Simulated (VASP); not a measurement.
# CO2 (P4_2/mnm) in VASP: further runs

CO2 is run at these levels: PBE, LDA, PBE+D3(BJ), PBE+D4, r2SCAN+rVV10; tasks: single point.

Program: VASP 6.6.1. These are calculated values, not measurements. Logs are shortened: lines on timing, memory, paths and dates and some standing lists are left out, and cuts for length are marked.

### 1 The cell of the first run

The structure is tetragonal, space group P4_2/mnm (No. 136). Conventional cell: a = 4.193 Å, b = 4.193 Å, c = 4.605 Å, α = 90.00°, β = 90.00°, γ = 90.00°. Within 1.6 Å of C (site symmetry mmm) lie 2 O at 1.16 Å. Within 1.6 Å of O (site symmetry m2m) lie 1 C at 1.16 Å.

### 2 Single point, PBE

INCAR reads:

```
ALGO = Normal
EDIFF = 1E-6
ENCUT = 520
GGA = PE
ISIF = 2
ISMEAR = -1
LASPH = True
LCHARG = False
LREAL = False
LWAVE = False
NBANDS = 25
NELM = 100
PREC = Accurate
SIGMA = 0.02
```

KPOINTS reads:

```
k-points
0
Gamma
  6 6 6
```

POSCAR reads:

```
CO2
1.0
    4.1925575246      0.0000000000      0.0000000000
    0.0000000000      4.1925575246      0.0000000000
    0.0000000000      0.0000000000      4.6051154204
C O
2 4
Direct
    0.5000000000      0.5000000000      0.5000000000
    0.0000000000      0.0000000000      0.0000000000
    0.3042678613      0.6957321387      0.5000000000
    0.6957321387      0.3042678613      0.5000000000
    0.1957321387      0.1957321387      0.0000000000
    0.8042678613      0.8042678613      0.0000000000
```

Potentials or basis: VASP PAW PBE potentials, release 64 (C, O).

Run with:

```
$ cat potpaw_PBE.64/C/POTCAR potpaw_PBE.64/O/POTCAR > POTCAR
$ mpirun -np 1 vasp_std > vasp.out
```

OUTCAR:

```text
EDIFF = 1E-6
   ENCUT = 520
   GGA = PE
   ISIF = 2
   ISMEAR = -1
   LASPH = True
   LREAL = False
   NELM = 100
   PREC = Accurate

 ion  position               nearest neighbor table
   1  0.500  0.500  0.500-   3 1.16   4 1.16
   2  0.000  0.000  0.000-   5 1.16   6 1.16
   3  0.304  0.696  0.500-   1 1.16
   4  0.696  0.304  0.500-   1 1.16
   5  0.196  0.196  0.000-   2 1.16
   6  0.804  0.804  0.000-   2 1.16

  LATTYP: Found a simple tetragonal cell.
 ALAT       =     4.1925575246
 C/A-ratio  =     1.0984024413

  Lattice vectors:

 A1 = (   4.1925575246,   0.0000000000,   0.0000000000)
 A2 = (   0.0000000000,   4.1925575246,   0.0000000000)
 A3 = (   0.0000000000,   0.0000000000,   4.6051154204)

Analysis of symmetry for initial positions (statically):
=====================================================================
 Subroutine PRICEL returns:
 Original cell was already a primitive cell.

 Routine SETGRP: Setting up the symmetry group for a
 simple tetragonal supercell.

 Subroutine GETGRP returns: Found 16 space group operations
 (whereof  8 operations were pure point group operations)
 out of a pool of 16 trial point group operations.

The static configuration has the point symmetry D_2h.
 The point group associated with its full space group is D_4h.

Analysis of symmetry for dynamics (positions and initial velocities):
=====================================================================
 Subroutine PRICEL returns:
 Original cell was already a primitive cell.

 Routine SETGRP: Setting up the symmetry group for a
 simple tetragonal supercell.

 Subroutine GETGRP returns: Found 16 space group operations
 (whereof  8 operations were pure point group operations)
 out of a pool of 16 trial point group operations.

The dynamic configuration has the point symmetry D_2h.
 The point group associated with its full space group is D_4h.

 Subroutine INISYM returns: Found 16 space group operations
 (whereof  8 operations are pure point group operations),
 and found     1 'primitive' translations

----------------------------------------------------------------------------------------
[... 92 lines left out ...]
   PREC   = accura    normal or accurate (medium, high low for compatibility)
   ISTART =      0    job   : 0-new  1-cont  2-samecut
   ICHARG =      2    charge: 1-file 2-atom 10-const
   ISPIN  =      1    spin polarized calculation?
   LNONCOLLINEAR =      F non collinear calculations
   LSORBIT =      F    spin-orbit coupling
   LASPH  =      T    aspherical Exc in radial PAW
   ENCUT  =  520.0 eV  38.22 Ry    6.18 a.u.   7.80  7.80  8.56*2*pi/ulx,y,z
   NELM   =    100;   NELMIN=  2; NELMDL= -5     # of ELM steps
   EDIFF  = 0.1E-05   stopping-criterion for ELM
   LREAL  =      F    real-space projection
   EDIFFG = 0.1E-04   stopping-criterion for IOM
   NSW    =      0    number of steps for IOM
   IBRION =     -1    ionic relax: 0-MD 1-quasi-New 2-CG
   NFREE  =      0    steps in history (QN), initial steepest desc. (CG)
   ISIF   =      2    stress and relaxation
   ISYM   =      2    0-nonsym 1-usesym 2-fastsym
   POTIM  = 0.5000    time-step for ionic-motion
   TEBEG  =    0.0;   TEEND  =   0.0 temperature during run
   PSTRESS=    0.0 pullay stress
   NELECT =      32.0000    total number of electrons
   NUPDOWN=      -1.0000    fix difference up-down
   EMIN   =  10.00;   EMAX   =-10.00  energy-range for DOS
   EFERMI =   0.00;   METHOD = LEGACY
   ISMEAR =    -1;   SIGMA  =   0.02  broadening in eV -4-tet -1-fermi 0-gaus
   EFERMI_NEDOS =   21; number of points for ismear=-14 and -15
   IALGO  =     38    algorithm
   IMIX   =      4    mixing-type and parameters
     AMIX     =   0.40;   BMIX     =  1.00
     AMIX_MAG =   1.60;   BMIX_MAG =  1.00
  volume/ion in A,a.u.               =      13.49        91.04
  Fermi-wavevector in a.u.,A,eV,Ry     =   1.201504  2.270514 19.641539  1.443612
  Thomas-Fermi vector in A             =   2.337311
   LORBIT       =      0    0 simple, 1 ext, 2 COOP (PROOUT), +10 PAW based schemes
   GGA     = PE    functional components
   LHFCALC =     F    Hartree Fock is set to
   AEXX    =    0.0000 exact exchange contribution
   IVDW    =     0    specifies the selected vdW correction
   LEPSILON=     F    determine dielectric tensor
   LRPA    =     F    only Hartree local field effects (RPA)
 non-spin polarized calculation
  energy-cutoff  :      520.00
  volume of cell :       80.95
 maximum number of plane-waves:      2194
 NGX is ok and might be reduce to    32
   NGX = 15   NGY = 15   NGZ = 17

 number of electron      32.0000015 magnetization

 Free energy of the ion-electron system (eV)
  ---------------------------------------------------
  ext. energy  EPLUGINS =         0.00000000
  ---------------------------------------------------
  free energy    TOTEN  =       -45.90291252 eV

  energy without entropy =      -45.90291252  energy(sigma->0) =      -45.90291252

 E-fermi :  -2.4344     XC(G=0):  -8.2679

 val. band max:       -2.9210355481   @ k =   0.5000   0.5000   0.5000
 cond. band min:       3.7434509321   @ k =   0.0000   0.0000   0.0000
 fundamental gap:      6.6644864802
 Fermi energy:        -2.4344469553

 k-point     1 :       0.0000    0.0000    0.0000
  band No.  band energies     occupation
      1     -23.8977      2.00000
      2     -23.5656      2.00000
      3     -22.6506      2.00000
      4     -22.6506      2.00000
      5      -8.5282      2.00000
      6      -8.1377      2.00000
[... 661 lines left out ...]
     24      10.5763      0.00000
     25      12.5448      0.00000

 [... further k-points ...]
[... 5 lines left out ...]
  --------------------------------------------------------------------------------------
  -------------------------------------------------------------------------------------
  Total        4.4582782      4.4582782      1.1304440     -0.0000000      0.0000000      0.0000000
  in kB       88.2427765     88.2427765     22.3748971     -0.0000000      0.0000000      0.0000000
  external PRESSURE =      66.2868167 kB  Pullay stress =       0.0000000 kB

 VOLUME and BASIS-vectors are now :
 -----------------------------------------------------------------------------
  energy-cutoff  :      520.00
  volume of cell :       80.95
      direct lattice vectors                 reciprocal lattice vectors
     4.192557525  0.000000000  0.000000000     0.238517896  0.000000000  0.000000000
     0.000000000  4.192557525  0.000000000     0.000000000  0.238517896  0.000000000
     0.000000000  0.000000000  4.605115420     0.000000000  0.000000000  0.217149823

 POSITION                                       TOTAL-FORCE (eV/Angst)
 -----------------------------------------------------------------------------------
      2.09628      2.09628      2.30256         0.000000      0.000000      0.000000
      0.00000      0.00000      0.00000         0.000000      0.000000      0.000000
      1.27566      2.91690      2.30256        -1.018969      1.018969      0.000000
      2.91690      1.27566      2.30256         1.018969     -1.018969     -0.000000
      0.82062      0.82062      0.00000         1.018969      1.018969      0.000000
      3.37194      3.37194      0.00000        -1.018969     -1.018969     -0.000000
 -----------------------------------------------------------------------------------
    total drift:                                0.000000      0.000000      0.000000

  FREE ENERGIE OF THE ION-ELECTRON SYSTEM (eV)
  ---------------------------------------------------
  free  energy   TOTEN  =       -45.9029125211 eV

  energy  without entropy=      -45.9029125211  energy(sigma->0) =      -45.90291252
```

stdout:

```text
POSCAR found type information on POSCAR C O
 POSCAR found :  2 types and       6 ions
 scaLAPACK will be used
 LDA part: xc-table for (Slater+PW92), standard interpolation
 POSCAR, INCAR and KPOINTS ok, starting setup
 FFT: planning ... GRIDC
 FFT: planning ... GRID_SOFT
 FFT: planning ... GRID
 WAVECAR not read
 entering main loop
```

Wall time 43 s (1 thread of Intel Xeon Platinum 8375C at 2.90GHz (Ice Lake), shared host); peak memory 0.21 GiB.

Results:

- Free energy: -45.9029 eV
- Pressure: 6.6 GPa
- Largest force: 1.441 eV/Å
- Band gap on the k mesh: 6.66 eV (least direct gap 7.16 eV)

Forces in eV/Å, atoms in the order of the input:
```
C    0.000  0.000  0.000
C    0.000  0.000  0.000
O   -1.019  1.019  0.000
O    1.019 -1.019  0.000
O    1.019  1.019  0.000
O   -1.019 -1.019  0.000
```

Levels at points of the mesh, in eV from the valence-band top:
| k point | band 14 | band 15 | band 16 | band 17 | band 18 | band 19 |
| --- | --- | --- | --- | --- | --- | --- |
| (0.00, 0.00, 0.00) | -0.55 | -0.49 | -0.49 | 6.66 | 7.52 | 8.00 |
| (0.50, 0.00, 0.00) | -0.55 | -0.50 | -0.50 | 8.19 | 8.19 | 8.29 |
| (0.50, 0.50, 0.00) | -0.69 | 0.00 | 0.00 | 8.33 | 8.33 | 8.43 |
| (0.00, 0.00, 0.50) | -1.03 | -0.49 | -0.49 | 7.95 | 7.95 | 8.15 |
| (0.50, 0.00, 0.50) | -0.94 | -0.27 | -0.27 | 8.02 | 8.02 | 8.58 |
| (0.50, 0.50, 0.50) | -0.52 | 0.00 | 0.00 | 7.75 | 7.75 | 8.43 |

Caveat: the stress differs along the axes, from 2 to 9 GPa; this functional lacks dispersion, which holds the molecules together, so the pressure and a relaxed volume are unreliable; forces of over 1 eV/Å act on the atoms, so gaps and moduli don't describe the material at rest.

### 3 Single point, LDA

INCAR reads:

```
SYSTEM = CO2
  PREC = Accurate
  ENCUT = 520
  EDIFF = 1E-6
  ISMEAR = 0
  SIGMA = 0.01
  LREAL = .FALSE.
  LASPH = .TRUE.
  NELM = 60
  ALGO = Normal
  ISIF = 2
  LWAVE = .FALSE.
  LCHARG = .FALSE.
  GGA = CA
  NBANDS = 25
```

KPOINTS reads:

```
regular mesh
0
G
  6 6 6
  0 0 0
```

POSCAR is that of step 2.

Potentials or basis: VASP PAW LDA potentials, release 64 (C, O).

Run with:

```
$ cat potpaw_LDA.64/C/POTCAR potpaw_LDA.64/O/POTCAR > POTCAR
$ mpirun -np 1 vasp_std > vasp.out
```

OUTCAR:

```text
SYSTEM = CO2
   PREC = Accurate
   ENCUT = 520
   EDIFF = 1E-6
   ISMEAR = 0
   LREAL = .FALSE.
   LASPH = .TRUE.
   NELM = 60
   ISIF = 2
   GGA = CA

 ion  position               nearest neighbor table
   1  0.500  0.500  0.500-   3 1.16   4 1.16
   2  0.000  0.000  0.000-   5 1.16   6 1.16
   3  0.304  0.696  0.500-   1 1.16
   4  0.696  0.304  0.500-   1 1.16
   5  0.196  0.196  0.000-   2 1.16
   6  0.804  0.804  0.000-   2 1.16

  LATTYP: Found a simple tetragonal cell.
 ALAT       =     4.1925575246
 C/A-ratio  =     1.0984024413

  Lattice vectors:

 A1 = (   4.1925575246,   0.0000000000,   0.0000000000)
 A2 = (   0.0000000000,   4.1925575246,   0.0000000000)
 A3 = (   0.0000000000,   0.0000000000,   4.6051154204)

Analysis of symmetry for initial positions (statically):
=====================================================================
 Subroutine PRICEL returns:
 Original cell was already a primitive cell.

 Routine SETGRP: Setting up the symmetry group for a
 simple tetragonal supercell.

 Subroutine GETGRP returns: Found 16 space group operations
 (whereof  8 operations were pure point group operations)
 out of a pool of 16 trial point group operations.

The static configuration has the point symmetry D_2h.
 The point group associated with its full space group is D_4h.

Analysis of symmetry for dynamics (positions and initial velocities):
=====================================================================
 Subroutine PRICEL returns:
 Original cell was already a primitive cell.

 Routine SETGRP: Setting up the symmetry group for a
 simple tetragonal supercell.

 Subroutine GETGRP returns: Found 16 space group operations
 (whereof  8 operations were pure point group operations)
 out of a pool of 16 trial point group operations.

The dynamic configuration has the point symmetry D_2h.
 The point group associated with its full space group is D_4h.

[... 128 lines left out ...]
  Fermi-wavevector in a.u.,A,eV,Ry     =   1.201504  2.270514 19.641539  1.443612
  Thomas-Fermi vector in A             =   2.337311
   LORBIT       =      0    0 simple, 1 ext, 2 COOP (PROOUT), +10 PAW based schemes
   GGA     = CA    functional components
   LHFCALC =     F    Hartree Fock is set to
   AEXX    =    0.0000 exact exchange contribution
   IVDW    =     0    specifies the selected vdW correction
   LEPSILON=     F    determine dielectric tensor
   LRPA    =     F    only Hartree local field effects (RPA)
 non-spin polarized calculation
 Gauss-broadening in eV      SIGMA  =   0.01
  energy-cutoff  :      520.00
  volume of cell :       80.95
 maximum number of plane-waves:      2194
 NGX is ok and might be reduce to    32
   NGX = 15   NGY = 15   NGZ = 17

 number of electron      32.0000015 magnetization

 Free energy of the ion-electron system (eV)
  ---------------------------------------------------
  ext. energy  EPLUGINS =         0.00000000
  ---------------------------------------------------
  free energy    TOTEN  =       -49.74964487 eV

  energy without entropy =      -49.74964487  energy(sigma->0) =      -49.74964487

 E-fermi :  -3.1122     XC(G=0):  -8.9432

 val. band max:       -3.1732002737   @ k =   0.5000   0.5000   0.5000
 cond. band min:       3.1824200613   @ k =   0.0000   0.0000   0.0000
 fundamental gap:      6.3556203350
 Fermi energy:        -3.1121941863

 k-point     1 :       0.0000    0.0000    0.0000
  band No.  band energies     occupation
      1     -23.8872      2.00000
      2     -23.5379      2.00000
      3     -22.6796      2.00000
      4     -22.6796      2.00000
      5      -8.5926      2.00000
      6      -8.2225      2.00000
[... 661 lines left out ...]
     24       9.8561      0.00000
     25      11.8599      0.00000

 [... further k-points ...]

------------------------ aborting loop because EDIFF is reached ----------------------------------------

  FORCE on cell =-STRESS in cart. coord.  units (eV):
  Direction    XX          YY          ZZ          XY          YZ          ZX
  --------------------------------------------------------------------------------------
  -------------------------------------------------------------------------------------
  Total        1.3856805      1.3856805     -0.7993933      0.0000000      0.0000000      0.0000000
  in kB       27.4267980     27.4267980    -15.8224052      0.0000000      0.0000000      0.0000000
  external PRESSURE =      13.0103969 kB  Pullay stress =       0.0000000 kB

 VOLUME and BASIS-vectors are now :
 -----------------------------------------------------------------------------
  energy-cutoff  :      520.00
  volume of cell :       80.95
      direct lattice vectors                 reciprocal lattice vectors
     4.192557525  0.000000000  0.000000000     0.238517896  0.000000000  0.000000000
     0.000000000  4.192557525  0.000000000     0.000000000  0.238517896  0.000000000
     0.000000000  0.000000000  4.605115420     0.000000000  0.000000000  0.217149823

 POSITION                                       TOTAL-FORCE (eV/Angst)
 -----------------------------------------------------------------------------------
      2.09628      2.09628      2.30256        -0.000000      0.000000      0.000000
      0.00000      0.00000      0.00000        -0.000000      0.000000      0.000000
      1.27566      2.91690      2.30256        -0.608269      0.608269      0.000000
      2.91690      1.27566      2.30256         0.608269     -0.608269      0.000000
      0.82062      0.82062      0.00000         0.608269      0.608269      0.000000
      3.37194      3.37194      0.00000        -0.608269     -0.608269      0.000000
 -----------------------------------------------------------------------------------
    total drift:                                0.000000      0.000000      0.000000

  FREE ENERGIE OF THE ION-ELECTRON SYSTEM (eV)
  ---------------------------------------------------
  free  energy   TOTEN  =       -49.7496448702 eV

  energy  without entropy=      -49.7496448702  energy(sigma->0) =      -49.74964487
```

stdout:

```text
POSCAR found type information on POSCAR C O
 POSCAR found :  2 types and       6 ions
 scaLAPACK will be used
 LDA part: xc-table for (Slater(with rela. corr.)+CA(PZ))
 , standard interpolation
 POSCAR, INCAR and KPOINTS ok, starting setup
 FFT: planning ... GRIDC
 FFT: planning ... GRID_SOFT
 FFT: planning ... GRID
 WAVECAR not read
 entering main loop
```

Wall time 43 s (1 thread of Intel Xeon Platinum 8375C at 2.90GHz (Ice Lake), shared host); peak memory 0.19 GiB.

What came out:

```yaml
Free_energy: -49.7496 eV
Pressure: 1.3 GPa
Largest_force: 0.860 eV/Å
Band_gap_on_the_k_mesh: 6.36 eV (least direct gap 6.87 eV)
```

Forces in eV/Å, atoms in the order of the input:
```
C    0.000  0.000  0.000
C    0.000  0.000  0.000
O   -0.608  0.608  0.000
O    0.608 -0.608  0.000
O    0.608  0.608  0.000
O   -0.608 -0.608  0.000
```

Stress tensor (GPa, compression positive):
```
 2.74  0.00  0.00
 0.00  2.74  0.00
 0.00  0.00 -1.58
```

A k mesh can miss the band edges.

### 4 Single point, PBE+D3(BJ)

This run uses another cell than the first one, of 15.71 Å³/atom.

INCAR reads:

```
SYSTEM = CO2
PREC = Accurate
ENCUT = 520
EDIFF = 1E-6
ISMEAR = -1
SIGMA = 0.02
LREAL = .False.
LASPH = .True.
NELM = 60
ALGO = Normal
ISIF = 2
LWAVE = .False.
LCHARG = .False.
GGA = PE
IVDW = 12
NBANDS = 25
```

KPOINTS reads:

```
regular mesh
0
Gamma
  6 6 6
  0 0 0
```

POSCAR reads:

```
CO2
1.0
    4.4266924568      0.0000000000      0.0000000000
    0.0000000000      4.4266924568      0.0000000000
    0.0000000000      0.0000000000      4.8089819819
C O
2 4
Direct
    0.5000000000      0.5000000000      0.5000000000
    0.0000000000      0.0000000000      0.0000000000
    0.3132524933      0.6867475067      0.5000000000
    0.6867475067      0.3132524933      0.5000000000
    0.1867475067      0.1867475067      0.0000000000
    0.8132524933      0.8132524933      0.0000000000
```

Potentials or basis: VASP PAW PBE potentials, release 64 (C, O).

Run with:

```
$ cat potpaw_PBE.64/C/POTCAR potpaw_PBE.64/O/POTCAR > POTCAR
$ mpirun -np 1 vasp_std > vasp.out
```

It took 62 s on 1 thread of Intel Xeon Platinum 8375C at 2.90GHz (Ice Lake), shared host; peak memory 0.24 GiB.

It converged, with:

- Free energy: -46.4550 eV
- Pressure: 1.4 GPa
- Largest force: 0.632 eV/Å
- Band gap on the k mesh: 6.53 eV (least direct gap 6.87 eV)
- Dispersion energy per atom: -0.065 eV

Forces on the atoms (eV/Å):
```
C    0.000  0.000  0.000
C    0.000  0.000  0.000
O   -0.447  0.447  0.000
O    0.447 -0.447  0.000
O    0.447  0.447  0.000
O   -0.447 -0.447  0.000
```

Stress tensor (GPa, compression positive):
```
 2.27  0.00  0.00
 0.00  2.27  0.00
 0.00  0.00 -0.26
```

Levels at points of the mesh, in eV from the valence-band top:
```tsv
k point	band 13	band 14	band 15	band 16	band 17	band 18	band 19	band 20
(0.00, 0.00, 0.00)	-1.05	-0.36	-0.34	-0.34	6.53	7.70	8.09	8.09
(0.50, 0.00, 0.00)	-0.38	-0.38	-0.36	-0.36	8.18	8.18	8.28	8.28
(0.50, 0.50, 0.00)	-0.48	-0.48	0.00	0.00	8.30	8.30	8.36	8.36
(0.00, 0.00, 0.50)	-0.71	-0.71	-0.35	-0.35	7.94	7.94	8.18	8.18
(0.50, 0.00, 0.50)	-0.65	-0.65	-0.18	-0.18	8.06	8.06	8.49	8.49
(0.50, 0.50, 0.50)	-0.39	-0.39	0.00	0.00	7.85	7.85	8.37	8.37
```

(Continued in part 2 of 2.)
